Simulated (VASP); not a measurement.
# AlNi (Pm-3m) in VASP: notebook

The runs below take AlNi through relaxation of cell and atoms, single point, with PBEsol.

All numbers are computed with VASP 6.6.1; they aren't measurements. Logs are shortened: lines on timing, memory, paths and dates and some standing lists are left out, and cuts for length are marked.

## (1) The cell of the first run

The structure is cubic, space group Pm-3m (No. 221). Conventional cell: a = 2.881 Å, b = 2.881 Å, c = 2.881 Å, α = 90.00°, β = 90.00°, γ = 90.00°. Al (site symmetry m-3m) has 8 Ni at 2.50 Å and 6 Al at 2.88 Å within 3.3 Å. Ni (site symmetry m-3m) has 8 Al at 2.50 Å and 6 Ni at 2.88 Å within 3.3 Å.

## (2) Relaxation of cell and atoms, PBEsol

File INCAR:

```
SYSTEM = AlNi
PREC = Accurate ; ENCUT = 600
EDIFF = 1E-7 ; ISMEAR = 0
SIGMA = 0.1 ; LREAL = .FALSE.
LASPH = .TRUE. ; NELM = 100
ALGO = Normal ; ISIF = 3
LWAVE = .FALSE. ; LCHARG = .FALSE.
GGA = PS ; IBRION = 2
NSW = 100 ; EDIFFG = -0.005
```

File KPOINTS:

```
regular mesh
0
G
  14 14 14
  0 0 0
```

File POSCAR:

```
AlNi
1.0
    2.8810000000      0.0000000000      0.0000000000
    0.0000000000      2.8810000000      0.0000000000
    0.0000000000      0.0000000000      2.8810000000
Al Ni
1 1
Direct
    0.0000000000      0.0000000000      0.0000000000
    0.5000000000      0.5000000000      0.5000000000
```

Potentials or basis: VASP PAW PBE potentials, release 64 (Al, Ni).

The run is started by

```console
cat potpaw_PBE.64/Al/POTCAR potpaw_PBE.64/Ni/POTCAR > POTCAR
mpirun -np 1 vasp_std > vasp.out
```

OUTCAR:

```text
SYSTEM = AlNi
   PREC = Accurate
   ENCUT = 600
   EDIFF = 1E-7
   ISMEAR = 0
   LREAL = .FALSE.
   LASPH = .TRUE.
   NELM = 100
   ISIF = 3
   GGA = PS
   IBRION = 2
   NSW = 100
   EDIFFG = -0.005

 ion  position               nearest neighbor table
   1  0.000  0.000  0.000-   2 2.50   2 2.50   2 2.50   2 2.50   2 2.50   2 2.50   2 2.50   2 2.50

   2  0.500  0.500  0.500-   1 2.50   1 2.50   1 2.50   1 2.50   1 2.50   1 2.50   1 2.50   1 2.50

  LATTYP: Found a simple cubic cell.
 ALAT       =     2.8810000000

  Lattice vectors:

 A1 = (   2.8810000000,   0.0000000000,   0.0000000000)
 A2 = (   0.0000000000,   2.8810000000,   0.0000000000)
 A3 = (   0.0000000000,   0.0000000000,   2.8810000000)

Analysis of symmetry for initial positions (statically):
=====================================================================
 Subroutine PRICEL returns:
 Original cell was already a primitive cell.

 Routine SETGRP: Setting up the symmetry group for a
 simple cubic supercell.

 Subroutine GETGRP returns: Found 48 space group operations
 (whereof 48 operations were pure point group operations)
 out of a pool of 48 trial point group operations.

The static configuration has the point symmetry O_h .

Analysis of symmetry for dynamics (positions and initial velocities):
=====================================================================
 Subroutine PRICEL returns:
 Original cell was already a primitive cell.

 Routine SETGRP: Setting up the symmetry group for a
 simple cubic supercell.

 Subroutine GETGRP returns: Found 48 space group operations
 (whereof 48 operations were pure point group operations)
 out of a pool of 48 trial point group operations.

The dynamic configuration has the point symmetry O_h .

 Subroutine INISYM returns: Found 48 space group operations
 (whereof 48 operations are pure point group operations),
 and found     1 'primitive' translations

----------------------------------------------------------------------------------------

                                     Primitive cell

  volume of cell :      23.9128

  direct lattice vectors                    reciprocal lattice vectors
     2.881000000  0.000000000  0.000000000     0.347101701  0.000000000  0.000000000
     0.000000000  2.881000000  0.000000000     0.000000000  0.347101701  0.000000000
     0.000000000  0.000000000  2.881000000     0.000000000  0.000000000  0.347101701

  length of vectors
     2.881000000  2.881000000  2.881000000     0.347101701  0.347101701  0.347101701

  position of ions in fractional coordinates (direct lattice)
     0.000000000  0.000000000  0.000000000
     0.500000000  0.500000000  0.500000000

  ion indices of the primitive-cell ions
   primitive index   ion index
                 1           1
                 2           2

----------------------------------------------------------------------------------------

 KPOINTS: regular mesh

Automatic generation of k-mesh.
 Grid dimensions read from file:
 generate k-points for:   14   14   14

 Generating k-lattice:

  Cartesian coordinates                     Fractional coordinates (reciprocal lattice)
     0.024792979  0.000000000  0.000000000     0.071428571  0.000000000  0.000000000
     0.000000000  0.024792979  0.000000000     0.000000000  0.071428571  0.000000000
     0.000000000  0.000000000  0.024792979     0.000000000  0.000000000  0.071428571

  Length of vectors
     0.024792979  0.024792979  0.024792979

  Shift w.r.t. Gamma in fractional coordinates (k-lattice)
     0.000000000  0.000000000  0.000000000

 Subroutine IBZKPT returns following result:
 ===========================================

 Found    120 irreducible k-points:

 Following reciprocal coordinates:
            Coordinates               Weight
  0.000000  0.000000  0.000000      1.000000
  0.071429  0.000000  0.000000      6.000000
  0.142857  0.000000  0.000000      6.000000
  0.214286  0.000000  0.000000      6.000000
  0.285714  0.000000  0.000000      6.000000
  0.357143  0.000000  0.000000      6.000000
[... 16 lines left out ...]
  0.285714  0.214286  0.000000     24.000000
  0.357143  0.214286  0.000000     24.000000
 [... further k-points ...]
   k-points           NKPTS =    120   k-points in BZ     NKDIM =    120   number of bands    NBANDS=     10
   number of dos      NEDOS =    301   number of ions     NIONS =      2
   total plane-waves  NPLWV =  13824
   dimension x,y,z NGX =    24 NGY =   24 NGZ =   24
   dimension x,y,z NGXF=    48 NGYF=   48 NGZF=   48
   ions per type =               1   1
   NGX,Y,Z   is equivalent  to a cutoff of  13.85, 13.85, 13.85 a.u.
   NGXF,Y,Z  is equivalent  to a cutoff of  27.70, 27.70, 27.70 a.u.
 SYSTEM =  AlNi
   PREC   = accura    normal or accurate (medium, high low for compatibility)
   ISTART =      0    job   : 0-new  1-cont  2-samecut
   ICHARG =      2    charge: 1-file 2-atom 10-const
   ISPIN  =      1    spin polarized calculation?
   LNONCOLLINEAR =      F non collinear calculations
   LSORBIT =      F    spin-orbit coupling
   LASPH  =      T    aspherical Exc in radial PAW
   ENCUT  =  600.0 eV  44.10 Ry    6.64 a.u.   5.75  5.75  5.75*2*pi/ulx,y,z
   NELM   =    100;   NELMIN=  2; NELMDL= -5     # of ELM steps
   EDIFF  = 0.1E-06   stopping-criterion for ELM
   LREAL  =      F    real-space projection
   EDIFFG = -.5E-02   stopping-criterion for IOM
   NSW    =    100    number of steps for IOM
   IBRION =      2    ionic relax: 0-MD 1-quasi-New 2-CG
   NFREE  =      1    steps in history (QN), initial steepest desc. (CG)
   ISIF   =      3    stress and relaxation
   ISYM   =      2    0-nonsym 1-usesym 2-fastsym
   POTIM  = 0.5000    time-step for ionic-motion
   TEBEG  =    0.0;   TEEND  =   0.0 temperature during run
   PSTRESS=    0.0 pullay stress
   NELECT =      13.0000    total number of electrons
   NUPDOWN=      -1.0000    fix difference up-down
   EMIN   =  10.00;   EMAX   =-10.00  energy-range for DOS
   EFERMI =   0.00;   METHOD = LEGACY
   ISMEAR =     0;   SIGMA  =   0.10  broadening in eV -4-tet -1-fermi 0-gaus
   EFERMI_NEDOS =   21; number of points for ismear=-14 and -15
   IALGO  =     38    algorithm
   IMIX   =      4    mixing-type and parameters
     AMIX     =   0.40;   BMIX     =  1.00
     AMIX_MAG =   1.60;   BMIX_MAG =  1.00
  volume/ion in A,a.u.               =      11.96        80.69
  Fermi-wavevector in a.u.,A,eV,Ry     =   1.336122  2.524904 24.289410  1.785221
  Thomas-Fermi vector in A             =   2.464773
   LORBIT       =      0    0 simple, 1 ext, 2 COOP (PROOUT), +10 PAW based schemes
   GGA     = PS    functional components
   LHFCALC =     F    Hartree Fock is set to
   AEXX    =    0.0000 exact exchange contribution
   IVDW    =     0    specifies the selected vdW correction
   LEPSILON=     F    determine dielectric tensor
   LRPA    =     F    only Hartree local field effects (RPA)
 conjugate gradient relaxation of ions
 non-spin polarized calculation
 Gauss-broadening in eV      SIGMA  =   0.10
  energy-cutoff  :      600.00
  volume of cell :       23.91
 maximum number of plane-waves:       840
 NGX is ok and might be reduce to    24
   NGX = 11   NGY = 11   NGZ = 11

--------------------------------------- Ionic step        1  -------------------------------------------

 number of electron      13.0000015 magnetization

 Free energy of the ion-electron system (eV)
  ---------------------------------------------------
  ext. energy  EPLUGINS =         0.00000000
  ---------------------------------------------------
  free energy    TOTEN  =       -11.58270859 eV

  energy without entropy =      -11.57763057  energy(sigma->0) =      -11.58016958

 E-fermi :   9.8693     XC(G=0): -12.1660

 val. band max:        9.8629427410   @ k =   0.3571   0.1429   0.1429
 cond. band min:       9.9071932285   @ k =   0.3571   0.2857   0.0714
 fundamental gap:      0.0442504874
 Fermi energy:         9.8693291315

 k-point     1 :       0.0000    0.0000    0.0000
  band No.  band energies     occupation
      1      -1.2340      2.00000
      2       6.6611      2.00000
      3       6.6611      2.00000
      4       8.3555      2.00000
      5       8.3555      2.00000
      6       8.3555      2.00000
      7      15.3935      0.00000
      8      15.3935      0.00000
      9      15.3935      0.00000
     10      18.0431      0.00000

 k-point     2 :       0.0714    0.0000    0.0000
  band No.  band energies     occupation
      1      -1.1399      2.00000
      2       6.6543      2.00000
      3       6.6833      2.00000
      4       8.3146      2.00000
      5       8.3146      2.00000
      6       8.3599      2.00000
      7      14.4203      0.00000
      8      15.5177      0.00000
      9      15.5177      0.00000
     10      18.0487      0.00000
[... 344 lines left out ...]
 POSITION                                       TOTAL-FORCE (eV/Angst)
 -----------------------------------------------------------------------------------
      0.00000      0.00000      0.00000        -0.000000      0.000000      0.000000
      1.42424      1.42424      1.42424         0.000000     -0.000000      0.000000
 -----------------------------------------------------------------------------------
    total drift:                                0.000000      0.000000     -0.000000

  FREE ENERGIE OF THE ION-ELECTRON SYSTEM (eV)
  ---------------------------------------------------
  free  energy   TOTEN  =       -11.5842401534 eV

  energy  without entropy=      -11.5792116805  energy(sigma->0) =      -11.58172592

--------------------------------------- Ionic step        3  -------------------------------------------

 number of electron      13.0000011 magnetization

 Free energy of the ion-electron system (eV)
  ---------------------------------------------------
  ext. energy  EPLUGINS =         0.00000000
  ---------------------------------------------------
  free energy    TOTEN  =       -11.58716751 eV

  energy without entropy =      -11.58211783  energy(sigma->0) =      -11.58464267

 E-fermi :  10.1195     XC(G=0): -12.2580

 val. band max:       10.1193755514   @ k =   0.3571   0.1429   0.1429
 cond. band min:      10.1505514642   @ k =   0.5000   0.5000   0.2857
 fundamental gap:      0.0311759127
 Fermi energy:        10.1195326640

 k-point     1 :       0.0000    0.0000    0.0000
  band No.  band energies     occupation
      1      -1.1221      2.00000
      2       6.8196      2.00000
      3       6.8196      2.00000
      4       8.5667      2.00000
      5       8.5667      2.00000
      6       8.5667      2.00000
      7      15.7247      0.00000
      8      15.7247      0.00000
      9      15.7247      0.00000
     10      18.3551      0.00000

 k-point     2 :       0.0714    0.0000    0.0000
  band No.  band energies     occupation
      1      -1.0268      2.00000
      2       6.8131      2.00000
      3       6.8423      2.00000
      4       8.5247      2.00000
      5       8.5247      2.00000
      6       8.5712      2.00000
      7      14.7367      0.00000
      8      15.8505      0.00000
      9      15.8505      0.00000
     10      18.3593      0.00000
[... 308 lines left out ...]
 POSITION                                       TOTAL-FORCE (eV/Angst)
 -----------------------------------------------------------------------------------
      0.00000      0.00000      0.00000        -0.000000      0.000000      0.000000
      1.43146      1.43146      1.43146         0.000000     -0.000000      0.000000
 -----------------------------------------------------------------------------------
    total drift:                                0.000000      0.000000     -0.000000

  FREE ENERGIE OF THE ION-ELECTRON SYSTEM (eV)
  ---------------------------------------------------
  free  energy   TOTEN  =       -11.5871675055 eV

  energy  without entropy=      -11.5821178263  energy(sigma->0) =      -11.58464267

 reached required accuracy - stopping structural energy minimisation
```

It took 20 s on 1 thread of Intel Xeon 6975P-C (Granite Rapids), shared host; peak memory 0.17 GiB.

What came out:

```
Free energy                            : -11.5872 eV
Relaxed volume                         : 11.73 Å³/atom
Relaxed cell                           : a = 2.863 Å, b = 2.863 Å, c = 2.863 Å, α = 90.00°, β = 90.00°, γ = 90.00°
Space group after relaxing (to 0.05 Å) : Pm-3m (No. 221)
Energy gained by relaxing              : 2.2 meV/atom
Ionic steps                            : 3
Pressure after relaxing                : 0.0 GPa
```

Step by step:
```tsv
step	energy change (eV)	largest force (eV/Å)	pressure (GPa)	volume (Å³)
1	0.0000	0.0000	-3.14	23.91
2	-0.0015	0.0000	2.69	23.11
3	-0.0045	0.0000	0.00	23.47
```

Final structure:
```
Al Ni
1.0
     2.86292    0.00000    0.00000
     0.00000    2.86292    0.00000
     0.00000    0.00000    2.86292
Al Ni
1 1
Direct
  0.00000 0.00000 0.00000
  0.50000 0.50000 0.50000
```

Caveat: the PAW data sets were made with another functional, which shifts forces and pressure a little.

## (3) Single point, PBEsol (volume scaled by 0.88)

File INCAR:

```
  ALGO = Normal
  EDIFF = 1E-7
  ENCUT = 520
  GGA = PS
  ISIF = 2
  ISMEAR = 0
  LASPH = True
  LCHARG = False
  LREAL = False
  LWAVE = False
  NBANDS = 14
  NELM = 100
  PREC = Accurate
  SIGMA = 0.1
```

File KPOINTS:

```
k-points
0
Gamma
  14 14 14
```

File POSCAR:

```
AlNi
1.0
    2.7427673716      0.0000000000      0.0000000000
    0.0000000000      2.7427673716      0.0000000000
    0.0000000000      0.0000000000      2.7427673716
Al Ni
1 1
Direct
    0.0000000000      0.0000000000      0.0000000000
    0.5000000000      0.5000000000      0.5000000000
```

Potentials or basis: VASP PAW PBE potentials, release 64 (Al, Ni).

The run is started by

```console
cat potpaw_PBE.64/Al/POTCAR potpaw_PBE.64/Ni/POTCAR > POTCAR
mpirun -np 1 vasp_std > vasp.out
```

Wall time 17 s (1 thread of Intel Xeon 6975P-C (Granite Rapids), shared host); peak memory 0.14 GiB.

Results (log left out):

```
Free energy : -11.3551 eV
Pressure    : 29.3 GPa
```

Levels at points of the mesh, in eV from the Fermi level:
| k point | band 3 | band 4 | band 5 | band 6 | band 7 | band 8 | band 9 | band 10 | band 11 | band 12 |
| --- | --- | --- | --- | --- | --- | --- | --- | --- | --- | --- |
| (0.00, 0.00, 0.00) | -4.00 | -1.85 | -1.85 | -1.85 | 6.19 | 6.19 | 6.19 | 8.66 | 8.66 | 16.59 |
| (0.50, 0.00, 0.00) | -3.40 | -2.71 | -2.71 | -1.74 | -0.71 | 8.46 | 10.76 | 10.76 | 12.47 | 12.47 |
| (0.50, 0.50, 0.00) | -3.27 | -3.27 | -2.53 | -2.53 | -1.20 | 1.77 | 3.28 | 14.04 | 16.37 | 16.37 |
| (0.50, 0.50, 0.50) | -4.87 | -1.16 | -1.16 | 1.87 | 1.87 | 1.87 | 5.14 | 5.19 | 5.19 | 5.19 |

Caveat: the cell differs from its parent crystal (volume scaled by 0.88); the PAW data sets were made with another functional, which shifts forces and pressure a little. Spin polarisation is off, so any magnetic state and its effect on volume and gap are missing.

(Continued in part 2 of 2.)
